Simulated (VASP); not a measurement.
# NiO (I4/mmm) in VASP: single point with PBE

Aim: the single point of NiO with PBE.

Everything below comes from runs of VASP 6.6.1. Logs are shortened: lines on timing, memory, paths and dates and some standing lists are left out, and cuts for length are marked.

## 1. The cell of the first run

Symmetry: I4/mmm, No. 139, tetragonal system. The conventional cell has a = 2.810 Å, b = 2.810 Å, c = 4.392 Å, α = 90.00°, β = 90.00°, γ = 90.00°. Within 2.6 Å of Ni (site symmetry 4/mmm) lie 6 O at 1.99 to 2.20 Å. O (site symmetry 4/mmm) has 6 Ni at 1.99 to 2.20 Å within 2.6 Å.

## 2. Single point, PBE, collinear spin, ferromagnetic start (strain -0.050 along x and y, +0.050 along z)

File INCAR:

```
SYSTEM = NiO
  PREC = Accurate
  ENCUT = 520
  EDIFF = 1E-6
  ISMEAR = 0
  SIGMA = 0.15
  LREAL = .False.
  LASPH = .True.
  NELM = 150
  ALGO = Normal
  ISIF = 2
  LWAVE = .False.
  LCHARG = .False.
  ISPIN = 2
  MAGMOM = 1.61 0.33
  LORBIT = 11
  LMAXMIX = 4
  GGA = PE
  NBANDS = 19
```

File KPOINTS:

```
Automatic mesh
0
Gamma
  20 20 20
  0 0 0
```

File POSCAR:

```
NiO
1.0
    0.0000000000      1.9867445000      2.1958755000
    1.9867445000      0.0000000000      2.1958755000
    1.9867445000      1.9867445000      0.0000000000
Ni O
1 1
Direct
    0.0000000000      0.0000000000      0.0000000000
    0.5000000000      0.5000000000      0.5000000000
```

Potentials or basis: VASP PAW PBE potentials, release 64 (Ni, O).

Run with:

```bash
cat potpaw_PBE.64/Ni/POTCAR potpaw_PBE.64/O/POTCAR > POTCAR
mpirun -np 1 vasp_std > vasp.out
```

OUTCAR:

```text
SYSTEM = NiO
   PREC = Accurate
   ENCUT = 520
   EDIFF = 1E-6
   ISMEAR = 0
   LREAL = .False.
   LASPH = .True.
   NELM = 150
   ISIF = 2
   ISPIN = 2
   LORBIT = 11
   GGA = PE

 ion  position               nearest neighbor table
   1  0.000  0.000  0.000-   2 1.99   2 1.99   2 1.99   2 1.99   2 2.20   2 2.20
   2  0.500  0.500  0.500-   1 1.99   1 1.99   1 1.99   1 1.99   1 2.20   1 2.20

  LATTYP: Found a body centered tetragonal cell.
 ALAT       =     2.8096810169
 C/A-ratio  =     1.5630781479

  Lattice vectors:

 A1 = (  -1.9867445000,   0.0000000000,   2.1958755000)
 A2 = (   1.9867445000,   0.0000000000,   2.1958755000)
 A3 = (   0.0000000000,   1.9867445000,  -2.1958755000)

Analysis of symmetry for initial positions (statically):
=====================================================================
 Subroutine PRICEL returns:
 Original cell was already a primitive cell.

 Routine SETGRP: Setting up the symmetry group for a
 body centered tetragonal supercell.

 Subroutine GETGRP returns: Found 16 space group operations
 (whereof 16 operations were pure point group operations)
 out of a pool of 16 trial point group operations.

The static configuration has the point symmetry D_4h.

Analysis of symmetry for dynamics (positions and initial velocities):
=====================================================================
 Subroutine PRICEL returns:
 Original cell was already a primitive cell.

 Routine SETGRP: Setting up the symmetry group for a
 body centered tetragonal supercell.

 Subroutine GETGRP returns: Found 16 space group operations
 (whereof 16 operations were pure point group operations)
 out of a pool of 16 trial point group operations.

The dynamic configuration has the point symmetry D_4h.

Analysis of structural, dynamic, and magnetic symmetry:
=====================================================================
 Subroutine PRICEL returns:
 Original cell was already a primitive cell.

 Routine SETGRP: Setting up the symmetry group for a
 body centered tetragonal supercell.

 Subroutine GETGRP returns: Found 16 space group operations
 (whereof 16 operations were pure point group operations)
 out of a pool of 16 trial point group operations.

The overall configuration has the point symmetry D_4h.

 Subroutine INISYM returns: Found 16 space group operations
 (whereof 16 operations are pure point group operations),
 and found     1 'primitive' translations

----------------------------------------------------------------------------------------

                                     Primitive cell

  volume of cell :      17.3349

  direct lattice vectors                    reciprocal lattice vectors
     0.000000000  1.986744500  2.195875500    -0.251667993  0.251667993  0.227699612
     1.986744500  0.000000000  2.195875500     0.251667993 -0.251667993  0.227699612
     1.986744500  1.986744500  0.000000000     0.251667993  0.251667993 -0.227699612

  length of vectors
     2.961253606  2.961253606  2.809681017     0.422517065  0.422517065  0.422517065

  position of ions in fractional coordinates (direct lattice)
     0.000000000  0.000000000  0.000000000
     0.500000000  0.500000000  0.500000000

  ion indices of the primitive-cell ions
   primitive index   ion index
                 1           1
                 2           2

----------------------------------------------------------------------------------------

 KPOINTS: Automatic mesh

Automatic generation of k-mesh.
 Grid dimensions read from file:
 generate k-points for:   20   20   20

 Generating k-lattice:

  Cartesian coordinates                     Fractional coordinates (reciprocal lattice)
    -0.012583400  0.012583400  0.011384981     0.050000000  0.000000000  0.000000000
     0.012583400 -0.012583400  0.011384981     0.000000000  0.050000000  0.000000000
     0.012583400  0.012583400 -0.011384981     0.000000000  0.000000000  0.050000000

  Length of vectors
     0.021125853  0.021125853  0.021125853

  Shift w.r.t. Gamma in fractional coordinates (k-lattice)
     0.000000000  0.000000000  0.000000000

 Subroutine IBZKPT returns following result:
 ===========================================

 Found    641 irreducible k-points:

 Following reciprocal coordinates:
            Coordinates               Weight
  0.000000  0.000000  0.000000      1.000000
  0.050000  0.000000  0.000000      8.000000
  0.100000  0.000000  0.000000      8.000000
  0.150000  0.000000  0.000000      8.000000
  0.200000  0.000000  0.000000      8.000000
  0.250000  0.000000  0.000000      8.000000
[... 16 lines left out ...]
 -0.400000  0.050000  0.000000      8.000000
 -0.350000  0.050000  0.000000      8.000000
 [... further k-points ...]
   k-points           NKPTS =    641   k-points in BZ     NKDIM =    641   number of bands    NBANDS=     19
   number of dos      NEDOS =    301   number of ions     NIONS =      2
   total plane-waves  NPLWV =  13824
   dimension x,y,z NGX =    24 NGY =   24 NGZ =   24
   dimension x,y,z NGXF=    48 NGYF=   48 NGZF=   48
   ions per type =               1   1
   NGX,Y,Z   is equivalent  to a cutoff of  13.47, 13.47, 14.20 a.u.
   NGXF,Y,Z  is equivalent  to a cutoff of  26.95, 26.95, 28.40 a.u.
 SYSTEM =  NiO
   PREC   = accura    normal or accurate (medium, high low for compatibility)
   ISTART =      0    job   : 0-new  1-cont  2-samecut
   ICHARG =      2    charge: 1-file 2-atom 10-const
   ISPIN  =      2    spin polarized calculation?
   LNONCOLLINEAR =      F non collinear calculations
   LSORBIT =      F    spin-orbit coupling
   LASPH  =      T    aspherical Exc in radial PAW
   ENCUT  =  520.0 eV  38.22 Ry    6.18 a.u.   5.51  5.51  5.22*2*pi/ulx,y,z
   NELM   =    150;   NELMIN=  2; NELMDL= -5     # of ELM steps
   EDIFF  = 0.1E-05   stopping-criterion for ELM
   LREAL  =      F    real-space projection
   EDIFFG = 0.1E-04   stopping-criterion for IOM
   NSW    =      0    number of steps for IOM
   IBRION =     -1    ionic relax: 0-MD 1-quasi-New 2-CG
   NFREE  =      0    steps in history (QN), initial steepest desc. (CG)
   ISIF   =      2    stress and relaxation
   ISYM   =      2    0-nonsym 1-usesym 2-fastsym
   POTIM  = 0.5000    time-step for ionic-motion
   TEBEG  =    0.0;   TEEND  =   0.0 temperature during run
   PSTRESS=    0.0 pullay stress
   NELECT =      16.0000    total number of electrons
   NUPDOWN=      -1.0000    fix difference up-down
   EMIN   =  10.00;   EMAX   =-10.00  energy-range for DOS
   EFERMI =   0.00;   METHOD = LEGACY
   ISMEAR =     0;   SIGMA  =   0.15  broadening in eV -4-tet -1-fermi 0-gaus
   EFERMI_NEDOS =   21; number of points for ismear=-14 and -15
   IALGO  =     38    algorithm
   IMIX   =      4    mixing-type and parameters
     AMIX     =   0.40;   BMIX     =  1.00
     AMIX_MAG =   1.60;   BMIX_MAG =  1.00
  volume/ion in A,a.u.               =       8.67        58.49
  Fermi-wavevector in a.u.,A,eV,Ry     =   1.593948  3.012126 34.567932  2.540671
  Thomas-Fermi vector in A             =   2.692099
   LORBIT       =     11    0 simple, 1 ext, 2 COOP (PROOUT), +10 PAW based schemes
   GGA     = PE    functional components
   LHFCALC =     F    Hartree Fock is set to
   AEXX    =    0.0000 exact exchange contribution
   IVDW    =     0    specifies the selected vdW correction
   LEPSILON=     F    determine dielectric tensor
   LRPA    =     F    only Hartree local field effects (RPA)
 spin polarized calculation
 Gauss-broadening in eV      SIGMA  =   0.15
  energy-cutoff  :      520.00
  volume of cell :       17.33
 maximum number of plane-waves:       480
 NGX is ok and might be reduce to    24
   NGX = 11   NGY = 11   NGZ = 11

 number of electron      15.9999991 magnetization       1.4634446

 Free energy of the ion-electron system (eV)
  ---------------------------------------------------
  ext. energy  EPLUGINS =         0.00000000
  ---------------------------------------------------
  free energy    TOTEN  =       -11.37774041 eV

  energy without entropy =      -11.36293346  energy(sigma->0) =      -11.37033693

 E-fermi :   8.6775     XC(G=0): -12.9592

 val. band max:        8.6767611750   @ k =  -0.4000   0.1000   0.5000
 cond. band min:       8.6790552592   @ k =  -0.2000   0.0500   0.2500
 fundamental gap:      0.0022940841
 Fermi energy:         8.6774910370

 spin component 1

 k-point     1 :       0.0000    0.0000    0.0000
  band No.  band energies     occupation
      1     -12.3230      1.00000
      2       5.2417      1.00000
      3       5.2417      1.00000
      4       5.4987      1.00000
      5       5.5572      1.00000
      6       5.6362      1.00000
[... 11 lines left out ...]
     18      33.2663      0.00000
     19      37.4262      0.00000
[... 485 lines left out ...]
 k-point    24 :      -0.3500    0.0500    0.0000
  band No.  band energies     occupation
      1     -11.0491      1.00000
      2       0.4741      1.00000
      3       2.3991      1.00000
      4       2.8292      1.00000
      5       6.5980      1.00000
      6       6.6908      1.00000
[... 11 lines left out ...]
     18      40.1733      0.00000
     19      40.4907      0.00000

 [... further k-points ...]

 spin component 2

 k-point     1 :       0.0000    0.0000    0.0000
  band No.  band energies     occupation
      1     -11.9736      1.00000
      2       5.6029      1.00000
      3       5.6029      1.00000
      4       6.0010      1.00000
      5       6.3127      1.00000
      6       6.8765      1.00000
[... 11 lines left out ...]
     18      33.6631      0.00000
     19      37.9175      0.00000
[... 485 lines left out ...]
 k-point    24 :      -0.3500    0.0500    0.0000
  band No.  band energies     occupation
      1     -10.6686      1.00000
      2       0.8011      1.00000
      3       3.3252      1.00000
      4       3.6045      1.00000
      5       7.4585      1.00000
      6       7.6535      1.00000
[... 11 lines left out ...]
     18      40.5038      0.00000
     19      40.7867      0.00000

 [... further k-points ...]
[... 5 lines left out ...]
  --------------------------------------------------------------------------------------
  -------------------------------------------------------------------------------------
  Total        2.3759301      2.3759301      0.9886808      0.0000000      0.0000000     -0.0000000
  in kB      219.5950264    219.5950264     91.3786874      0.0000000      0.0000000     -0.0000000
  external PRESSURE =     176.8562467 kB  Pullay stress =       0.0000000 kB

 VOLUME and BASIS-vectors are now :
 -----------------------------------------------------------------------------
  energy-cutoff  :      520.00
  volume of cell :       17.33
      direct lattice vectors                 reciprocal lattice vectors
     0.000000000  1.986744500  2.195875500    -0.251667993  0.251667993  0.227699612
     1.986744500  0.000000000  2.195875500     0.251667993 -0.251667993  0.227699612
     1.986744500  1.986744500  0.000000000     0.251667993  0.251667993 -0.227699612

 POSITION                                       TOTAL-FORCE (eV/Angst)
 -----------------------------------------------------------------------------------
      0.00000      0.00000      0.00000        -0.000000     -0.000000      0.000000
      1.98674      1.98674      2.19588         0.000000      0.000000      0.000000
 -----------------------------------------------------------------------------------
    total drift:                                0.000000     -0.000000     -0.000000

  FREE ENERGIE OF THE ION-ELECTRON SYSTEM (eV)
  ---------------------------------------------------
  free  energy   TOTEN  =       -11.3777404099 eV

  energy  without entropy=      -11.3629334597  energy(sigma->0) =      -11.37033693

 total charge

# of ion       s       p       d       tot
------------------------------------------
    1        0.359   0.458   8.320   9.137
    2        1.560   3.445   0.000   5.006
--------------------------------------------------
tot          1.919   3.904   8.320  14.143

 magnetization (x)

# of ion       s       p       d       tot
------------------------------------------
    1        0.013   0.013   1.189   1.216
    2        0.026   0.186   0.000   0.213
--------------------------------------------------
tot          0.039   0.200   1.189   1.429
```

Run time: 11 min. Hardware: 1 thread of Oxide Virtual Turin-like, shared host; peak memory 0.37 GiB.

What came out:

```yaml
Free_energy: -11.3777 eV
Pressure: 17.7 GPa
Net_moment: 1.46 μB per cell
Site_moments: Ni +1.22; O +0.21 μB
Valence_electrons_inside_the_program's_atomic_spheres: Ni 9.14; O 5.01
```

Stress tensor (GPa, compression positive):
```
21.96  0.00  0.00
 0.00 21.96  0.00
 0.00  0.00  9.14
```

Caveat: the cell differs from its parent crystal (strain -0.050 along x and y, +0.050 along z); a cell with one magnetic atom can't hold antiferromagnetic order, which such compounds often take; semilocal functionals often make such compounds metallic where correlation or magnetic order opens a gap, which also shifts bond lengths.
